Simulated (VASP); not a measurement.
Runs of VASP 6.6.1 on AgPt3. The structure is that of space group Pm-3m (No. 221), or close to it. The cells are those of the table. 

```tsv
cell	gap on the mesh (eV)	pressure (GPa)
a = 3.900 Å, angles 90.0, 90.0, 91.7°, 4 atoms	none	3.3
a = 3.900 Å, angles 90.0, 90.0, 91.1°, 4 atoms	none	3.1
a = 3.900 Å, angles 90.0, 90.0, 90.6°, 4 atoms	none	3.0
a = 3.900 Å, 4 atoms	none	(a)
a = 3.900 Å, angles 90.0, 90.0, 89.4°, 4 atoms	none	3.0
```

Alike in all rows: task single point; level LDA; potentials or basis VASP PAW LDA potentials, release 64 (Ag, Pt); no spin polarisation; k mesh 9 × 9 × 9; cutoff (eV) 520; smearing fermi-dirac 0.1 eV.

**Question.** Estimate the missing entries.

**Answer.** (a) 2.9.

Caveats: spin-orbit coupling is left out, which moves the levels of the heavy elements; the cell stands under pressure (at least some runs).

A k mesh can miss the band edges, and the runs leave out spin-orbit coupling on Ag, Pt.

A gap of «none» marks levels without a gap at the run's occupations.
